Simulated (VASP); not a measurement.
# K2S (Fm-3m) in VASP: further runs

Aim: see how the results for K2S move with the level of theory and the settings. Levels: r2SCAN, PBE, HSE06, PBE0. Tasks: single point.

All numbers are computed with VASP 6.6.1; they aren't measurements. Logs are shortened: lines on timing, memory, paths and dates and some standing lists are left out, and cuts for length are marked.

### Step 1. The cell of the first run

It takes space group Fm-3m (No. 225, cubic). The conventional cell has a = 7.405 Å, b = 7.405 Å, c = 7.405 Å, α = 90.00°, β = 90.00°, γ = 90.00°. K (site symmetry -43m) has 4 S at 3.21 Å and 6 K at 3.70 Å within 4.2 Å. Within 4.2 Å of S (site symmetry m-3m) lie 8 K at 3.21 Å.

### Step 2. Single point, r2SCAN

File POSCAR:

```
K2S
1.0
    0.0000000000      3.7027051400      3.7027051400
    3.7027051400      0.0000000000      3.7027051400
    3.7027051400      3.7027051400      0.0000000000
K S
2 1
Direct
    0.7500000000      0.7500000000      0.7500000000
    0.2500000000      0.2500000000      0.2500000000
    0.0000000000      0.0000000000      0.0000000000
```

File INCAR.step1:

```
PREC = Accurate
ENCUT = 550
ISMEAR = 0
SIGMA = 0.01
LREAL = False
LASPH = True
NELM = 120
NBANDS = 19
GGA = PE
ALGO = Normal
EDIFF = 1E-5
LWAVE = True
LCHARG = False
GGA_COMPAT = False
```

File INCAR.step2:

```
PREC = Accurate
ENCUT = 550
EDIFF = 1E-6
ISMEAR = 0
SIGMA = 0.01
LREAL = False
LASPH = True
NELM = 120
ALGO = Normal
ISIF = 2
LWAVE = False
LCHARG = False
METAGGA = R2SCAN
LMIXTAU = True
NBANDS = 19
ISTART = 1
GGA_COMPAT = False
```

File KPOINTS:

```
regular mesh
0
Gamma
  4 4 4
```

Potentials or basis: VASP PAW PBE potentials, release 64 (K_sv, S).

Run with:

```console
$ cat potpaw_PBE.64/K_sv/POTCAR potpaw_PBE.64/S/POTCAR > POTCAR
$ cp INCAR.step1 INCAR
$ mpirun -np 1 vasp_std > vasp.out
$ cp INCAR.step2 INCAR
$ mpirun -np 1 vasp_std > vasp.out
```

OUTCAR:

```text
PREC = Accurate
   ENCUT = 550
   EDIFF = 1E-6
   ISMEAR = 0
   LREAL = False
   LASPH = True
   NELM = 120
   ISIF = 2
   METAGGA = R2SCAN
   ISTART = 1

 ion  position               nearest neighbor table
   1  0.750  0.750  0.750-   3 3.21   3 3.21   3 3.21   3 3.21   2 3.70   2 3.70   2 3.70   2 3.70
                             2 3.70   2 3.70
   2  0.250  0.250  0.250-   3 3.21   3 3.21   3 3.21   3 3.21   1 3.70   1 3.70   1 3.70   1 3.70
                             1 3.70   1 3.70
   3  0.000  0.000  0.000-   1 3.21   2 3.21   1 3.21   1 3.21   1 3.21   2 3.21   2 3.21   2 3.21

  LATTYP: Found a face centered cubic cell.
 ALAT       =     7.4054102800

  Lattice vectors:

 A1 = (   0.0000000000,   3.7027051400,   3.7027051400)
 A2 = (   3.7027051400,   0.0000000000,   3.7027051400)
 A3 = (   3.7027051400,   3.7027051400,   0.0000000000)

Analysis of symmetry for initial positions (statically):
=====================================================================
 Subroutine PRICEL returns:
 Original cell was already a primitive cell.

 Routine SETGRP: Setting up the symmetry group for a
 face centered cubic supercell.

 Subroutine GETGRP returns: Found 48 space group operations
 (whereof 48 operations were pure point group operations)
 out of a pool of 48 trial point group operations.

The static configuration has the point symmetry O_h .

Analysis of symmetry for dynamics (positions and initial velocities):
=====================================================================
 Subroutine PRICEL returns:
 Original cell was already a primitive cell.

 Routine SETGRP: Setting up the symmetry group for a
 face centered cubic supercell.

 Subroutine GETGRP returns: Found 48 space group operations
 (whereof 48 operations were pure point group operations)
 out of a pool of 48 trial point group operations.

The dynamic configuration has the point symmetry O_h .

 Subroutine INISYM returns: Found 48 space group operations
 (whereof 48 operations are pure point group operations),
 and found     1 'primitive' translations

----------------------------------------------------------------------------------------

                                     Primitive cell

  volume of cell :     101.5284

  direct lattice vectors                    reciprocal lattice vectors
     0.000000000  3.702705140  3.702705140    -0.135036407  0.135036407  0.135036407
     3.702705140  0.000000000  3.702705140     0.135036407 -0.135036407  0.135036407
     3.702705140  3.702705140  0.000000000     0.135036407  0.135036407 -0.135036407

  length of vectors
     5.236415826  5.236415826  5.236415826     0.233889919  0.233889919  0.233889919

  position of ions in fractional coordinates (direct lattice)
     0.750000000  0.750000000  0.750000000
     0.250000000  0.250000000  0.250000000
     0.000000000  0.000000000  0.000000000

  ion indices of the primitive-cell ions
   primitive index   ion index
                 1           1
                 2           2
                 3           3

----------------------------------------------------------------------------------------

 KPOINTS: regular mesh

Automatic generation of k-mesh.
 Grid dimensions read from file:
 generate k-points for:    4    4    4

 Generating k-lattice:

  Cartesian coordinates                     Fractional coordinates (reciprocal lattice)
    -0.033759102  0.033759102  0.033759102     0.250000000  0.000000000  0.000000000
     0.033759102 -0.033759102  0.033759102     0.000000000  0.250000000  0.000000000
     0.033759102  0.033759102 -0.033759102     0.000000000  0.000000000  0.250000000

  Length of vectors
     0.058472480  0.058472480  0.058472480

  Shift w.r.t. Gamma in fractional coordinates (k-lattice)
     0.000000000  0.000000000  0.000000000

 Subroutine IBZKPT returns following result:
 ===========================================

 Found      8 irreducible k-points:

 Following reciprocal coordinates:
            Coordinates               Weight
  0.000000  0.000000  0.000000      1.000000
  0.250000  0.000000  0.000000      8.000000
  0.500000  0.000000  0.000000      4.000000
  0.250000  0.250000  0.000000      6.000000
  0.500000  0.250000  0.000000     24.000000
 -0.250000  0.250000  0.000000     12.000000
  0.500000  0.500000  0.000000      3.000000
 -0.250000  0.500000  0.250000      6.000000
   k-points           NKPTS =      8   k-points in BZ     NKDIM =      8   number of bands    NBANDS=     19
   number of dos      NEDOS =    301   number of ions     NIONS =      3
   total plane-waves  NPLWV =  64000
   dimension x,y,z NGX =    40 NGY =   40 NGZ =   40
   dimension x,y,z NGXF=    80 NGYF=   80 NGZF=   80
   ions per type =               2   1
   NGX,Y,Z   is equivalent  to a cutoff of  12.70, 12.70, 12.70 a.u.
   NGXF,Y,Z  is equivalent  to a cutoff of  25.40, 25.40, 25.40 a.u.
 SYSTEM =  unknown system
   PREC   = accura    normal or accurate (medium, high low for compatibility)
   ISTART =      1    job   : 0-new  1-cont  2-samecut
   ICHARG =      0    charge: 1-file 2-atom 10-const
   ISPIN  =      1    spin polarized calculation?
   LNONCOLLINEAR =      F non collinear calculations
   LSORBIT =      F    spin-orbit coupling
   LASPH  =      T    aspherical Exc in radial PAW
   ENCUT  =  550.0 eV  40.42 Ry    6.36 a.u.  10.01 10.01 10.01*2*pi/ulx,y,z
   NELM   =    120;   NELMIN=  2; NELMDL=  0     # of ELM steps
   EDIFF  = 0.1E-05   stopping-criterion for ELM
   LREAL  =      F    real-space projection
   EDIFFG = 0.1E-04   stopping-criterion for IOM
   NSW    =      0    number of steps for IOM
   IBRION =     -1    ionic relax: 0-MD 1-quasi-New 2-CG
   NFREE  =      0    steps in history (QN), initial steepest desc. (CG)
   ISIF   =      2    stress and relaxation
   ISYM   =      2    0-nonsym 1-usesym 2-fastsym
   POTIM  = 0.5000    time-step for ionic-motion
   TEBEG  =    0.0;   TEEND  =   0.0 temperature during run
   PSTRESS=    0.0 pullay stress
   NELECT =      24.0000    total number of electrons
   NUPDOWN=      -1.0000    fix difference up-down
   EMIN   =  10.00;   EMAX   =-10.00  energy-range for DOS
   EFERMI =   0.00;   METHOD = LEGACY
   ISMEAR =     0;   SIGMA  =   0.01  broadening in eV -4-tet -1-fermi 0-gaus
   EFERMI_NEDOS =   21; number of points for ismear=-14 and -15
   IALGO  =     38    algorithm
   IMIX   =      4    mixing-type and parameters
     AMIX     =   0.40;   BMIX     =  1.00
     AMIX_MAG =   1.60;   BMIX_MAG =  1.00
  volume/ion in A,a.u.               =      33.84       228.38
  Fermi-wavevector in a.u.,A,eV,Ry     =   1.012238  1.912853 13.940889  1.024626
  Thomas-Fermi vector in A             =   2.145336
   LORBIT       =      0    0 simple, 1 ext, 2 COOP (PROOUT), +10 PAW based schemes
   METAGGA = R2SCAN    functional components
   LHFCALC =     F    Hartree Fock is set to
   AEXX    =    0.0000 exact exchange contribution
   IVDW    =     0    specifies the selected vdW correction
   LEPSILON=     F    determine dielectric tensor
   LRPA    =     F    only Hartree local field effects (RPA)
 non-spin polarized calculation
 Gauss-broadening in eV      SIGMA  =   0.01
  energy-cutoff  :      550.00
  volume of cell :      101.53
 maximum number of plane-waves:      2996
   NGX = 21   NGY = 21   NGZ = 21

 number of electron      23.9999996 magnetization

 Free energy of the ion-electron system (eV)
  ---------------------------------------------------
  ext. energy  EPLUGINS =         0.00000000
  ---------------------------------------------------
  free energy    TOTEN  =       -23.81344639 eV

  energy without entropy =      -23.81344639  energy(sigma->0) =      -23.81344639

 E-fermi :  -0.5291     XC(G=0):  -7.7099

 val. band max:       -0.6088685557   @ k =   0.5000   0.5000   0.0000
 cond. band min:       2.1493562460   @ k =   0.0000   0.0000   0.0000
 fundamental gap:      2.7582248016
 Fermi energy:        -0.5291393372

 k-point     1 :       0.0000    0.0000    0.0000
  band No.  band energies     occupation
      1     -31.0668      2.00000
      2     -30.9869      2.00000
      3     -13.8858      2.00000
      4     -13.8858      2.00000
      5     -13.8858      2.00000
      6     -13.6548      2.00000
[... 11 lines left out ...]
     18       7.3901      0.00000
     19       8.4770      0.00000

 k-point     2 :       0.2500    0.0000    0.0000
  band No.  band energies     occupation
      1     -31.0546      2.00000
      2     -30.9981      2.00000
      3     -13.8770      2.00000
      4     -13.8561      2.00000
      5     -13.8561      2.00000
      6     -13.7377      2.00000
[... 11 lines left out ...]
     18       7.6704      0.00000
     19       7.6704      0.00000

 k-point     3 :       0.5000    0.0000    0.0000
  band No.  band energies     occupation
      1     -31.0259      2.00000
      2     -31.0258      2.00000
      3     -13.8853      2.00000
      4     -13.7971      2.00000
      5     -13.7835      2.00000
      6     -13.7835      2.00000
[... 11 lines left out ...]
     18       7.6139      0.00000
     19       7.7618      0.00000

 k-point     4 :       0.2500    0.2500    0.0000
  band No.  band energies     occupation
      1     -31.0528      2.00000
      2     -30.9996      2.00000
      3     -13.9167      2.00000
      4     -13.9167      2.00000
      5     -13.8851      2.00000
      6     -13.7394      2.00000
[... 11 lines left out ...]
     18       7.3652      0.00000
     19       7.6282      0.00000

 k-point     5 :       0.5000    0.2500    0.0000
  band No.  band energies     occupation
      1     -31.0350      2.00000
      2     -31.0163      2.00000
      3     -14.0158      2.00000
      4     -13.9086      2.00000
      5     -13.8967      2.00000
      6     -13.6761      2.00000
[... 11 lines left out ...]
     18       7.3435      0.00000
     19       8.1320      0.00000

 k-point     6 :      -0.2500    0.2500    0.0000
  band No.  band energies     occupation
      1     -31.0391      2.00000
      2     -31.0125      2.00000
      3     -13.9839      2.00000
      4     -13.8544      2.00000
      5     -13.8026      2.00000
      6     -13.7719      2.00000
[... 11 lines left out ...]
     18       7.2245      0.00000
     19       8.0268      0.00000

 k-point     7 :       0.5000    0.5000    0.0000
  band No.  band energies     occupation
      1     -31.0386      2.00000
      2     -31.0122      2.00000
      3     -14.0949      2.00000
      4     -13.9470      2.00000
      5     -13.9470      2.00000
      6     -13.6186      2.00000
[... 11 lines left out ...]
     18       7.5202      0.00000
     19       7.8392      0.00000

 k-point     8 :      -0.2500    0.5000    0.2500
  band No.  band energies     occupation
      1     -31.0254      2.00000
      2     -31.0254      2.00000
      3     -14.0704      2.00000
      4     -13.9732      2.00000
      5     -13.7860      2.00000
      6     -13.7860      2.00000
[... 11 lines left out ...]
     18       7.2686      0.00000
     19       7.9316      0.00000

------------------------ aborting loop because EDIFF is reached ----------------------------------------

  FORCE on cell =-STRESS in cart. coord.  units (eV):
  Direction    XX          YY          ZZ          XY          YZ          ZX
  --------------------------------------------------------------------------------------
  -------------------------------------------------------------------------------------
  Total        0.0194933      0.0194933      0.0194933      0.0000000      0.0000000      0.0000000
  in kB        0.3076165      0.3076165      0.3076165      0.0000000      0.0000000      0.0000000
  external PRESSURE =       0.3076165 kB  Pullay stress =       0.0000000 kB

 VOLUME and BASIS-vectors are now :
 -----------------------------------------------------------------------------
  energy-cutoff  :      550.00
  volume of cell :      101.53
      direct lattice vectors                 reciprocal lattice vectors
     0.000000000  3.702705140  3.702705140    -0.135036407  0.135036407  0.135036407
     3.702705140  0.000000000  3.702705140     0.135036407 -0.135036407  0.135036407
     3.702705140  3.702705140  0.000000000     0.135036407  0.135036407 -0.135036407

 POSITION                                       TOTAL-FORCE (eV/Angst)
 -----------------------------------------------------------------------------------
      5.55406      5.55406      5.55406        -0.000000      0.000000     -0.000000
      1.85135      1.85135      1.85135         0.000000      0.000000      0.000000
      0.00000      0.00000      0.00000         0.000000     -0.000000      0.000000
 -----------------------------------------------------------------------------------
    total drift:                               -0.000000     -0.000000      0.000000

  FREE ENERGIE OF THE ION-ELECTRON SYSTEM (eV)
  ---------------------------------------------------
  free  energy   TOTEN  =       -23.8134463890 eV

  energy  without entropy=      -23.8134463890  energy(sigma->0) =      -23.81344639
```

Wall time 43 s (1 thread of Intel Xeon 6975P-C (Granite Rapids), shared host); peak memory 0.25 GiB.

What came out:

* Free energy: -23.8134 eV
* Pressure: 0.0 GPa
* Band gap on the k mesh: 2.76 eV (least direct gap 2.95 eV)

Levels at points of the mesh, in eV from the valence-band top:
| k point | band 9 | band 10 | band 11 | band 12 | band 13 | band 14 | band 15 | band 16 |
| --- | --- | --- | --- | --- | --- | --- | --- | --- |
| (0.00, 0.00, 0.00) | -10.04 | -0.19 | -0.19 | -0.19 | 2.76 | 5.95 | 5.95 | 8.00 |
| (0.50, 0.00, 0.00) | -9.84 | -0.60 | -0.06 | -0.06 | 4.95 | 5.61 | 6.26 | 6.26 |
| (0.50, 0.50, 0.00) | -9.79 | -0.71 | 0.00 | 0.00 | 3.71 | 5.90 | 7.18 | 7.20 |

Caveat: the PAW data sets were made with another functional, which shifts forces and pressure a little. A k mesh can miss the band edges.

(Continued in part 2 of 2.)
